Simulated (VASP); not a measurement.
# Si (a cell with a defect) in VASP: a series of runs

Si (a cell with a defect) is run at these levels: LDA; tasks: single point.

Everything below comes from runs of VASP 6.6.1. Logs are shortened: lines on timing, memory, paths and dates and some standing lists are left out, and cuts for length are marked.

### 1 The cell of the first run

The cell holds a defect, 63 atoms: a = 10.860 Å, b = 10.860 Å, c = 10.860 Å, α = 90.00°, β = 90.00°, γ = 90.00°.

### 2 Single point, LDA

INCAR reads:

```
SYSTEM = Si
  ALGO = Normal
  EDIFF = 1E-6
  ENCUT = 520
  ISIF = 2
  ISMEAR = -1
  LASPH = .True.
  LCHARG = .False.
  LREAL = Auto
  LWAVE = .False.
  NBANDS = 163
  NELM = 80
  PREC = Accurate
  SIGMA = 0.05
```

KPOINTS reads:

```
k-points
0
Gamma
  1 1 1
  0 0 0
```

POSCAR reads:

```
Si
1.0
   10.8600000000      0.0000000000      0.0000000000
    0.0000000000     10.8600000000      0.0000000000
    0.0000000000      0.0000000000     10.8600000000
Si
63
Direct
    0.5007707182     -0.0007911602     -0.0025084715
    0.6235949355      0.1253955801      0.1242011971
    0.7497334254      0.2502117864      0.0001165746
    0.8718631676      0.3801954880      0.1300753223
    0.7497077348      0.0004351750      0.2493650092
    0.8748455801      0.1250605893      0.3750825967
    0.0012622468      0.0013138122     -0.0000608656
    0.1236490792      0.1279511050      0.1262265193
    0.2497383978      0.2503214549      0.0001418048
    0.3718801105      0.3765036832      0.1263452118
    0.4986365562      0.4988074586      0.0000681400
    0.6242609576      0.6258368324      0.1245535912
    0.7501494475      0.7500134438     -0.0004304788
    0.8740436464      0.8759614180      0.1246252302
    0.2500232965      0.0007852670      0.2480525783
    0.3766842541      0.1228697053      0.3747437385
    0.4985524862      0.2502953039      0.2488141805
    0.6242731123      0.3747728361      0.3757032228
    0.7470531308      0.5080810313      0.2579169429
    0.7918148250      0.7118708103      0.4611013812
    0.5072949355     -0.0074222836      0.4971173112
    0.6265251381      0.1217981584      0.6231232044
    0.7501275322      0.2497233886      0.4998285451
    0.8740238490      0.3748654696      0.6256866483
    0.7526035912     -0.0081104972      0.7417529466
    0.8746438306      0.1223181400      0.8721944751
   -0.0023491713      0.5023457643      0.0032223757
    0.1171334254      0.6284109576      0.1324819521
    0.2483676796      0.7496336096      0.0014574586
    0.3750178637      0.8754769797      0.1238865562
   -0.0022859116      0.2533148250      0.2521310313
    0.1175362799      0.3821806630      0.3782082873
    0.2462429098      0.5024618785      0.2523280847
    0.3749715470      0.6252547882      0.3750625230
    0.5000841621      0.7501010129      0.2496454880
    0.6389484346      0.8613434622      0.3725252302
    0.0009035912      0.0008205341      0.5002068140
    0.1258369245      0.1257511971      0.6261674033
    0.2486027624      0.2513210866      0.4996188766
    0.3750480663      0.3740795580      0.6253383057
    0.5000877532      0.4999014733      0.4999717311
    0.6387779926      0.6229550645      0.6112716390
    0.8785377532      0.8614861878      0.6112307551
    0.2524045120     -0.0007636280      0.7490732044
    0.3750484346      0.1249979742      0.8748102210
    0.5007856354      0.2476458564      0.7490185083
    0.6237466851      0.3742811234      0.8751240331
    0.7496809392      0.4996519337      0.7501616943
    0.8748384899      0.6252851750      0.8748577348
   -0.0119426335      0.7533037753      0.2617970534
    0.1251483425      0.8760464088      0.3759232965
   -0.0114437385      0.5114505525      0.5029377532
    0.1251138122      0.6260779006      0.6257725599
    0.2502270718      0.7499822284      0.4997767956
    0.3780948435      0.8733297422      0.6231910681
    0.0010937385      0.2502419890      0.7512309392
    0.1236030387      0.3764372007      0.8778266114
    0.2499421731      0.4982211786      0.7506079190
    0.3764854512      0.6248000921      0.8729397790
    0.5070234807      0.7473000921      0.7427251381
    0.6265085635      0.8732890424      0.8716913444
    0.0008625230      0.7503635359      0.7505373849
    0.1259364641      0.8761434622      0.8755097606
```

Potentials or basis: VASP PAW LDA potentials, release 64 (Si).

Command:

```console
> cat potpaw_LDA.64/Si/POTCAR > POTCAR
> mpirun -np 1 vasp_gam > vasp.out
```

OUTCAR:

```text
SYSTEM = Si
   EDIFF = 1E-6
   ENCUT = 520
   ISIF = 2
   ISMEAR = -1
   LASPH = .True.
   LREAL = Auto
   NELM = 80
   PREC = Accurate

 ion  position               nearest neighbor table
   1  0.501  0.999  0.997-  45 2.35   2 2.36  30 2.36  61 2.37
   2  0.624  0.125  0.124-  17 2.35   3 2.35   1 2.36   5 2.36
   3  0.750  0.250  0.000-   2 2.35  47 2.35  26 2.39   4 2.40
   4  0.872  0.380  0.130-  31 2.35  27 2.35  19 2.39   3 2.40
   5  0.750  0.000  0.249-  14 2.34  36 2.35   6 2.35   2 2.36
   6  0.875  0.125  0.375-  23 2.35  31 2.35  37 2.35   5 2.35
[... 10 lines left out ...]
  17  0.499  0.250  0.249-   2 2.35  16 2.35  10 2.35  18 2.36
  18  0.624  0.375  0.376-  41 2.34  19 2.35  23 2.35  17 2.36
  19  0.747  0.508  0.258-  18 2.35  12 2.35   4 2.39
  20  0.792  0.712  0.461-  43 2.49  36 2.51  42 2.52  50 3.07  52 3.08
  21  0.507  0.993  0.497-  22 2.35  55 2.35  16 2.40  36 2.43
  22  0.627  0.122  0.623-  21 2.35  23 2.35  25 2.35  46 2.37
  23  0.750  0.250  0.500-   6 2.35  22 2.35  24 2.35  18 2.35
  24  0.874  0.375  0.626-  48 2.34  52 2.35  23 2.35  56 2.37
  25  0.753  0.992  0.742-  22 2.35  61 2.35  26 2.40  43 2.43
  26  0.875  0.122  0.872-  56 2.35   7 2.35   3 2.39  25 2.40
[... 35 lines left out ...]
  62  0.001  0.750  0.751-  53 2.34  43 2.35  49 2.35  63 2.36
  63  0.126  0.876  0.876-   7 2.35  29 2.35  62 2.36  44 2.36

  LATTYP: Found a simple cubic cell.
 ALAT       =    10.8600000000

  Lattice vectors:

 A1 = (  10.8600000000,   0.0000000000,   0.0000000000)
 A2 = (   0.0000000000,  10.8600000000,   0.0000000000)
 A3 = (   0.0000000000,   0.0000000000,  10.8600000000)

Analysis of symmetry for initial positions (statically):
=====================================================================
 Subroutine PRICEL returns:
 Original cell was already a primitive cell.

 Routine SETGRP: Setting up the symmetry group for a
 simple cubic supercell.

 Subroutine GETGRP returns: Found  1 space group operations
 (whereof  1 operations were pure point group operations)
 out of a pool of 48 trial point group operations.

The static configuration has the point symmetry C_1 .

Analysis of symmetry for dynamics (positions and initial velocities):
=====================================================================
 Subroutine PRICEL returns:
 Original cell was already a primitive cell.

 Routine SETGRP: Setting up the symmetry group for a
 simple cubic supercell.

 Subroutine GETGRP returns: Found  1 space group operations
 (whereof  1 operations were pure point group operations)
 out of a pool of 48 trial point group operations.

The dynamic configuration has the point symmetry C_1 .

 Subroutine INISYM returns: Found  1 space group operations
 (whereof  1 operations are pure point group operations),
 and found     1 'primitive' translations

----------------------------------------------------------------------------------------

                                     Primitive cell

  volume of cell :    1280.8241

  direct lattice vectors                    reciprocal lattice vectors
    10.860000000  0.000000000  0.000000000     0.092081031  0.000000000  0.000000000
     0.000000000 10.860000000  0.000000000     0.000000000  0.092081031  0.000000000
     0.000000000  0.000000000 10.860000000     0.000000000  0.000000000  0.092081031

  length of vectors
    10.860000000 10.860000000 10.860000000     0.092081031  0.092081031  0.092081031

  position of ions in fractional coordinates (direct lattice)
     0.500770718  0.999208840  0.997491528
     0.623594936  0.125395580  0.124201197
     0.749733425  0.250211786  0.000116575
     0.871863168  0.380195488  0.130075322
     0.749707735  0.000435175  0.249365009
     0.874845580  0.125060589  0.375082597
[... 55 lines left out ...]
     0.000862523  0.750363536  0.750537385
     0.125936464  0.876143462  0.875509761

  ion indices of the primitive-cell ions
   primitive index   ion index
                 1           1
                 2           2
                 3           3
                 4           4
                 5           5
                 6           6
[... 55 lines left out ...]
                62          62
                63          63

----------------------------------------------------------------------------------------

 KPOINTS: k-points

Automatic generation of k-mesh.
 Grid dimensions read from file:
 generate k-points for:    1    1    1

 Generating k-lattice:

  Cartesian coordinates                     Fractional coordinates (reciprocal lattice)
     0.092081031  0.000000000  0.000000000     1.000000000  0.000000000  0.000000000
     0.000000000  0.092081031  0.000000000     0.000000000  1.000000000  0.000000000
     0.000000000  0.000000000  0.092081031     0.000000000  0.000000000  1.000000000

  Length of vectors
     0.092081031  0.092081031  0.092081031

  Shift w.r.t. Gamma in fractional coordinates (k-lattice)
     0.000000000  0.000000000  0.000000000

 Subroutine IBZKPT returns following result:
 ===========================================

 Found      1 irreducible k-points:

 Following reciprocal coordinates:
            Coordinates               Weight
  0.000000  0.000000  0.000000      1.000000
   k-points           NKPTS =      1   k-points in BZ     NKDIM =      1   number of bands    NBANDS=    163
   number of dos      NEDOS =    301   number of ions     NIONS =     63
   total plane-waves  NPLWV = 592704
   dimension x,y,z NGX =    84 NGY =   84 NGZ =   84
   dimension x,y,z NGXF=   168 NGYF=  168 NGZF=  168
   ions per type =              63
   NGX,Y,Z   is equivalent  to a cutoff of  12.86, 12.86, 12.86 a.u.
   NGXF,Y,Z  is equivalent  to a cutoff of  25.72, 25.72, 25.72 a.u.
 SYSTEM =  Si
   PREC   = accura    normal or accurate (medium, high low for compatibility)
   ISTART =      0    job   : 0-new  1-cont  2-samecut
   ICHARG =      2    charge: 1-file 2-atom 10-const
   ISPIN  =      1    spin polarized calculation?
   LNONCOLLINEAR =      F non collinear calculations
   LSORBIT =      F    spin-orbit coupling
   LASPH  =      T    aspherical Exc in radial PAW
   ENCUT  =  520.0 eV  38.22 Ry    6.18 a.u.  20.19 20.19 20.19*2*pi/ulx,y,z
   NELM   =     80;   NELMIN=  2; NELMDL= -5     # of ELM steps
   EDIFF  = 0.1E-05   stopping-criterion for ELM
   LREAL  =      T    real-space projection
   EDIFFG = 0.1E-04   stopping-criterion for IOM
   NSW    =      0    number of steps for IOM
   IBRION =     -1    ionic relax: 0-MD 1-quasi-New 2-CG
   NFREE  =      0    steps in history (QN), initial steepest desc. (CG)
   ISIF   =      2    stress and relaxation
   ISYM   =      2    0-nonsym 1-usesym 2-fastsym
   POTIM  = 0.5000    time-step for ionic-motion
   TEBEG  =    0.0;   TEEND  =   0.0 temperature during run
   PSTRESS=    0.0 pullay stress
   NELECT =     252.0000    total number of electrons
   NUPDOWN=      -1.0000    fix difference up-down
   EMIN   =  10.00;   EMAX   =-10.00  energy-range for DOS
   EFERMI =   0.00;   METHOD = LEGACY
   ISMEAR =    -1;   SIGMA  =   0.05  broadening in eV -4-tet -1-fermi 0-gaus
   EFERMI_NEDOS =   21; number of points for ismear=-14 and -15
   IALGO  =     38    algorithm
   IMIX   =      4    mixing-type and parameters
     AMIX     =   0.40;   BMIX     =  1.00
     AMIX_MAG =   1.60;   BMIX_MAG =  1.00
  volume/ion in A,a.u.               =      20.33       137.20
  Fermi-wavevector in a.u.,A,eV,Ry     =   0.952164  1.799329 12.335269  0.906617
  Thomas-Fermi vector in A             =   2.080702
   LORBIT       =      0    0 simple, 1 ext, 2 COOP (PROOUT), +10 PAW based schemes
   GGA     = CA    functional components
   LHFCALC =     F    Hartree Fock is set to
   AEXX    =    0.0000 exact exchange contribution
   IVDW    =     0    specifies the selected vdW correction
   LEPSILON=     F    determine dielectric tensor
   LRPA    =     F    only Hartree local field effects (RPA)
 non-spin polarized calculation
  energy-cutoff  :      520.00
  volume of cell :     1280.82
 maximum number of plane-waves:     17229
 NGX is ok and might be reduce to    84
   NGX = 41   NGY = 41   NGZ = 41

 number of electron     251.9999991 magnetization

 Free energy of the ion-electron system (eV)
  ---------------------------------------------------
  ext. energy  EPLUGINS =         0.00000000
  ---------------------------------------------------
  free energy    TOTEN  =      -365.15574505 eV

  energy without entropy =     -364.94514185  energy(sigma->0) =     -365.05044345

 E-fermi :   6.0933     XC(G=0):  -9.5485

 val. band max:        5.3987718325   @ k =   0.0000   0.0000   0.0000
 cond. band min:       6.1096971964   @ k =   0.0000   0.0000   0.0000
 fundamental gap:      0.7109253639
 Fermi energy:         6.0932690293

 k-point     1 :       0.0000    0.0000    0.0000
  band No.  band energies     occupation
      1      -6.2379      2.00000
      2      -5.1927      2.00000
      3      -5.1898      2.00000
      4      -5.1751      2.00000
      5      -5.1743      2.00000
      6      -5.1391      2.00000
[... 130 lines left out ...]
    137       6.7609      0.00000
    138       6.7786      0.00000
 [bands above 138 left out]

------------------------ aborting loop because EDIFF is reached ----------------------------------------

  FORCE on cell =-STRESS in cart. coord.  units (eV):
  Direction    XX          YY          ZZ          XY          YZ          ZX
  --------------------------------------------------------------------------------------
  -------------------------------------------------------------------------------------
  Total      -17.2824660    -16.3508503    -16.5146677      4.7424822     -3.7430626      4.8585434
  in kB      -21.6185627    -20.4532086    -20.6581272      5.9323506     -4.6821809      6.0775311
  external PRESSURE =     -20.9099662 kB  Pullay stress =       0.0000000 kB

 VOLUME and BASIS-vectors are now :
 -----------------------------------------------------------------------------
  energy-cutoff  :      520.00
  volume of cell :     1280.82
      direct lattice vectors                 reciprocal lattice vectors
    10.860000000  0.000000000  0.000000000     0.092081031  0.000000000  0.000000000
     0.000000000 10.860000000  0.000000000     0.000000000  0.092081031  0.000000000
     0.000000000  0.000000000 10.860000000     0.000000000  0.000000000  0.092081031

 POSITION                                       TOTAL-FORCE (eV/Angst)
 -----------------------------------------------------------------------------------
      5.43837     10.85141     10.83276        -0.003000     -0.000346     -0.001005
      6.77224      1.36180      1.34883         0.003160     -0.004565     -0.002499
      8.14210      2.71730      0.00127        -0.000392     -0.005003     -0.007006
      9.46843      4.12892      1.41262         0.008808     -0.035299     -0.034808
      8.14183      0.00473      2.70810        -0.003357      0.004027     -0.006269
      9.50082      1.35816      4.07340         0.005175     -0.007784     -0.005281
[... 55 lines left out ...]
      0.00937      8.14895      8.15084         0.006618      0.002659      0.005257
      1.36767      9.51492      9.50804         0.002865     -0.006494     -0.002885
 -----------------------------------------------------------------------------------
    total drift:                                0.001109      0.004415     -0.009736

  FREE ENERGIE OF THE ION-ELECTRON SYSTEM (eV)
  ---------------------------------------------------
  free  energy   TOTEN  =      -365.1557450506 eV

  energy  without entropy=     -364.9451418517  energy(sigma->0) =     -365.05044345
```

It took 7.8 min on 1 thread of Intel Xeon 8259CL, shared host; peak memory 0.68 GiB.

Results:

```yaml
Free_energy: -365.1557 eV
Pressure: -2.1 GPa
Largest_force: 0.385 eV/Å
```

Forces on the atoms (eV/Å):
```
Si  -0.003  0.000 -0.001
Si   0.003 -0.005 -0.002
Si   0.000 -0.005 -0.007
Si   0.009 -0.035 -0.035
Si  -0.003  0.004 -0.006
Si   0.005 -0.008 -0.005
Si   0.004 -0.005  0.002
Si   0.006 -0.005 -0.003
Si   0.000  0.002 -0.001
Si   0.003 -0.005 -0.005
Si   0.001  0.001 -0.001
Si  -0.003  0.000 -0.013
Si   0.001  0.001 -0.011
Si   0.002  0.001 -0.019
Si  -0.002 -0.004 -0.001
Si   0.010 -0.004 -0.011
Si   0.003 -0.002  0.000
Si  -0.003 -0.016 -0.002
Si   0.006 -0.062 -0.061
Si  -0.222  0.219  0.225
Si  -0.009  0.009  0.013
Si  -0.006  0.010  0.004
Si   0.001 -0.011 -0.001
Si   0.003 -0.020  0.003
Si  -0.011  0.020  0.020
Si   0.005  0.001 -0.001
Si   0.007 -0.002 -0.010
Si   0.030 -0.026 -0.031
Si   0.009  0.008 -0.007
Si   0.007 -0.006 -0.001
Si   0.007 -0.011 -0.004
Si   0.028 -0.029 -0.020
Si   0.008 -0.002 -0.004
Si   0.007 -0.007 -0.005
Si   0.002  0.000 -0.006
Si  -0.019  0.017 -0.002
Si   0.007  0.005  0.005
Si   0.004 -0.003 -0.007
Si   0.010 -0.007  0.004
Si   0.008 -0.001 -0.004
Si   0.006 -0.005 -0.004
Si  -0.009 -0.001  0.007
Si   0.002  0.040  0.041
Si   0.002  0.002  0.002
Si   0.001 -0.001  0.001
Si  -0.003  0.000  0.001
Si   0.001 -0.002 -0.006
Si  -0.002 -0.005  0.003
Si   0.005 -0.008 -0.005
Si   0.012 -0.008 -0.017
Si   0.011 -0.001  0.002
Si   0.023 -0.032 -0.008
Si   0.009  0.004  0.000
Si   0.010  0.000 -0.003
Si  -0.006  0.002  0.002
Si   0.004  0.001 -0.004
Si   0.006 -0.003 -0.006
Si  -0.001  0.001 -0.003
Si   0.011 -0.013 -0.006
Si  -0.002  0.011  0.003
Si  -0.006  0.004  0.009
Si   0.007  0.003  0.005
Si   0.003 -0.006 -0.003
```

Caveat: the k points lie up to 0.58 Å⁻¹ apart.

(Part 1 of 2 ends here.)
